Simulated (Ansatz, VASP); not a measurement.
**One calculation of WC, two programs**

```
W C
1.0
     0.00000    2.15551    2.15551
     2.15551    0.00000    2.15551
     2.15551    2.15551    0.00000
W C
1 1
Direct
  0.00000 0.00000 0.00000
  0.50000 0.50000 0.50000
```

Alike in both runs: task single point; functional PBEsol; k mesh 11 × 11 × 11; no spin polarisation.

|  | VASP | Ansatz |
| --- | --- | --- |
| version | VASP 6.6.1 | Ansatz 0.2.0 |
| potentials or method | VASP PAW PBE potentials, release 64 (W_sv, C_h), cutoff 1300 eV | plane waves, PAW |
| occupations | methfessel-paxton of order 1, width 0.1 eV | methfessel-paxton of order 1 |
| valence electrons in the cell | 18 | 18 |

Ansatz gave:

* pressure (GPa): 9.8

Q: Which values does VASP return?

A: Pressure (GPa): 11.0.

VASP's potentials were made for PBE, not for PBEsol.

Neither program's run includes spin-orbit coupling.
